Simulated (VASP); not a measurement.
A run of VASP 6.6.1 is set up as follows.

The input INCAR:

```
PREC = Accurate
ENCUT = 520
EDIFF = 1E-7
ISMEAR = 0
SIGMA = 0.1
LREAL = False
LASPH = True
NELM = 100
ALGO = Normal
ISIF = 2
LWAVE = False
LCHARG = False
GGA = PE
NBANDS = 17
```

Contents of KPOINTS:

```
Automatic mesh
0
Gamma
  6 6 4
```

File POSCAR:

```
Al2C3
1.0
    4.3383396600      0.0000000000      0.0000000000
   -2.1691698300      3.7571123500      0.0000000000
    0.0000000000      0.0000000000      4.7774134100
Al C
2 3
Direct
    0.0000000000      0.0000000000      0.7629886600
    0.0000000000      0.0000000000      0.2370113400
    0.5000000000      0.0000000000      0.0000000000
    0.0000000000      0.5000000000      0.0000000000
    0.5000000000      0.5000000000      0.0000000000
```

Potentials or basis: VASP PAW PBE potentials, release 64 (Al, C).

Run with:

```sh
$ cat potpaw_PBE.64/Al/POTCAR potpaw_PBE.64/C/POTCAR > POTCAR
$ mpirun -np 1 vasp_std > vasp.out
```

Problem. Predict the band gap on the k mesh.

Solution. Zero (band 9 reaches 3.97 eV, above the bottom of band 10 at 2.89 eV).

Problem. What does it give for the pressure?

Solution. -10.3 GPa.

Problem. What does it give for the largest force?

Solution. 1.821 eV/Å.

Stress tensor (GPa, compression positive):
```
-21.32   0.00   0.00
  0.00 -21.32   0.00
  0.00   0.00  11.80
```

Caveat: forces of over 1 eV/Å act on the atoms, so gaps and moduli don't describe the material at rest.
